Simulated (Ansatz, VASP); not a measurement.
## MoS2 in VASP and in Ansatz

INCAR

```
PREC     = Accurate       # precision mode
ENCUT    = 520            # plane-wave cutoff, eV
EDIFF    = 1E-7           # SCF threshold, eV
ISMEAR   = 0              # smearing method
SIGMA    = 0.05           # smearing width, eV
LREAL    = False          # projectors in reciprocal space
LASPH    = True           # aspherical terms in the spheres
NELM     = 80             # most SCF steps
ALGO     = Normal         # electronic algorithm
ISIF     = 2              # what is computed and relaxed
LWAVE    = False          # write WAVECAR
LCHARG   = False          # write CHGCAR
GGA      = PE             # functional
IVDW     = 12             # dispersion correction
NBANDS   = 35             # bands
```

Contents of KPOINTS:

```
regular mesh
0
Gamma
  12 12 4
```

Contents of POSCAR:

```
MoS2
1.0
    3.2438316594      0.0000000000      0.0000000000
   -1.6219158297      2.8092406226      0.0000000000
    0.0000000000      0.0000000000     12.0907538840
Mo S
2 4
Direct
    0.3333333333      0.6666666667      0.2500000000
    0.6666666667      0.3333333333      0.7500000000
    0.3333333333      0.6666666667      0.6204905688
    0.6666666667      0.3333333333      0.1204905688
    0.3333333333      0.6666666667      0.8795094312
    0.6666666667      0.3333333333      0.3795094312
```

Input for Ansatz:

```yaml
crystal:
  lattice:
    - [3.2438316594, 0.0, 0.0]
    - [-1.6219158297, 2.8092406226, 0.0]
    - [0.0, 0.0, 12.090753884]
  atoms:
    - { symbol: Mo, position: [0.3333333333, 0.6666666667, 0.25] }
    - { symbol: Mo, position: [0.6666666667, 0.3333333333, 0.75] }
    - { symbol: S, position: [0.3333333333, 0.6666666667, 0.6204905688] }
    - { symbol: S, position: [0.6666666667, 0.3333333333, 0.1204905688] }
    - { symbol: S, position: [0.3333333333, 0.6666666667, 0.8795094312] }
    - { symbol: S, position: [0.6666666667, 0.3333333333, 0.3795094312] }
basis:
  ecutwfc: 420
kpoints:
  mp_grid: { grid: [12, 12, 4] }
hamiltonian:
  xc: pbe
  dispersion: d3bj
scf:
  occupations: { method: gaussian, width: 0.05 }
output:
  forces: true
  stress: true
  eigenvalues: true
```

Change from the starting cell: strain +0.030 along x and y, +0.000 along z, atoms carried along.

Alike in both runs: task single point; functional PBE; dispersion D3(BJ); k mesh 12 × 12 × 4; occupations gaussian, width 0.05 eV; no spin polarisation.

|  | VASP | Ansatz |
| --- | --- | --- |
| version | VASP 6.6.1 | Ansatz 0.2.0 |
| potentials or method | VASP PAW PBE potentials, release 64 (Mo_sv, S), cutoff 520 eV | scalar-relativistic, plane waves, PAW |
| valence electrons in the cell | 52 | 52 |

|  | VASP | Ansatz | Ansatz less VASP |
| --- | --- | --- | --- |
| gap on the k mesh at the Fermi level (eV) | 0.71 | 0.70 | -0.017 |
| least direct gap on the mesh (eV) | 1.44 | 1.44 | -0.003 |
| pressure (GPa) | -7.8 | -7.7 | +0.10 |
| traceless stress, the component that is largest in VASP (GPa) | 2.71 | 2.74 | +0.021 |
| rms of the force components (eV/Å) | 0.260 | 0.255 | -0.0047 |

Atom by atom the forces differ by 0.005 eV/Å (rms over components).
